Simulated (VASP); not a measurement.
The system is MgO.

```xyz
2
Lattice="0.0000 2.0970 2.0970 2.0970 0.0000 2.0970 2.0970 2.0970 0.0000" Properties=species:S:1:pos:R:3 pbc="T T T"
Mg    0.0000    0.0000    0.0000
O     2.0970    2.0970    2.0970
```

- Program: VASP 6.6.1
- Task: relaxation of cell and atoms
- Functional: PBE
- Potentials or basis: VASP PAW PBE potentials, release 64 (Mg, O)
- Cutoff: 600 eV
- k mesh: 10 × 10 × 10
- Occupations: gaussian, width 0.02 eV
- Spin: no spin polarisation

At the start: pressure 5.9 GPa; volume 9.22 Å³/atom.

**Question.** Where does the relaxation end?

**Answer.** Over 3 steps the energy falls by 6.1 meV/atom and the volume is 9.56 Å³/atom (+3.7 %); space group Fm-3m (No. 225, to 0.05 Å).

The path:
```tsv
step	energy change (eV)	largest force (eV/Å)	pressure (GPa)	volume (Å³)
1	0.0000	0.0000	5.90	18.44
2	-0.0108	0.0000	-1.82	19.36
3	-0.0122	0.0000	0.00	19.13
```

Final structure:
```
Mg O
1.0
     0.00000    2.12256    2.12256
     2.12256    0.00000    2.12256
     2.12256    2.12256    0.00000
Mg O
1 1
Cartesian
  0.0000 0.0000 0.0000
  2.1226 2.1226 2.1226
```
